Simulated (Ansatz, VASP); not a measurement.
Two plane-wave programs on SrRu3

The input INCAR:

```
ALGO = Fast
EDIFF = 1E-6
ENCUT = 520
GGA = PE
ISIF = 2
ISMEAR = 0
LASPH = True
LCHARG = True
LELF = True
LREAL = False
LVHAR = True
LWAVE = False
NBANDS = 34
NELM = 100
PREC = Accurate
SIGMA = 0.1
```

KPOINTS

```
k-points
0
Gamma
  6 6 6
```

Contents of POSCAR:

```
SrRu3
1.0
   -2.0028989726      2.0028989726      4.4740080947
    2.0028989726     -2.0028989726      4.4740080947
    2.0028989726      2.0028989726     -4.4740080947
Sr Ru
1 3
Direct
    0.0000000000      0.0000000000      0.0000000000
    0.5000000000      0.5000000000      0.0000000000
    0.2500000000      0.7500000000      0.5000000000
    0.7500000000      0.2500000000      0.5000000000
```

Input for Ansatz:

```yaml
crystal:
  lattice:
    - [-2.0028989726, 2.0028989726, 4.4740080947]
    - [2.0028989726, -2.0028989726, 4.4740080947]
    - [2.0028989726, 2.0028989726, -4.4740080947]
  atoms:
    - { symbol: Sr, position: [0.0, 0.0, 0.0] }
    - { symbol: Ru, position: [0.5, 0.5, 0.0] }
    - { symbol: Ru, position: [0.25, 0.75, 0.5] }
    - { symbol: Ru, position: [0.75, 0.25, 0.5] }
basis:
  ecutwfc: 420
kpoints:
  mp_grid: { grid: [6, 6, 6] }
hamiltonian:
  xc: pbe
scf:
  occupations: { method: gaussian, width: 0.1 }
  lower_state_search: "off"
output:
  forces: true
  stress: true
  eigenvalues: true
```

Alike in both runs: task single point; functional PBE; k mesh 6 × 6 × 6; occupations gaussian, width 0.1 eV; no spin polarisation.

```csv
,VASP,Ansatz
version,VASP 6.6.1,Ansatz 0.2.0
potentials or method,"VASP PAW PBE potentials, release 64 (Sr_sv, Ru_pv), cutoff 520 eV","scalar-relativistic, plane waves, PAW"
valence electrons in the cell,52,58
```

|  | VASP | Ansatz | Ansatz less VASP |
| --- | --- | --- | --- |
| gap on the k mesh at the Fermi level (eV) | none | none | - |
| pressure (GPa) | -2.7 | -3.2 | -0.51 |
| traceless stress, the component that is largest in VASP (GPa) | -4.94 | -4.85 | +0.094 |

A gap of «none» marks a metal or a gap that the smearing closes. VASP's potentials hold 52 valence electrons a cell and Ansatz's 58, so a difference there can come from the potentials and not from the codes.

The k mesh is coarse, so the values compare programs but aren't converged.
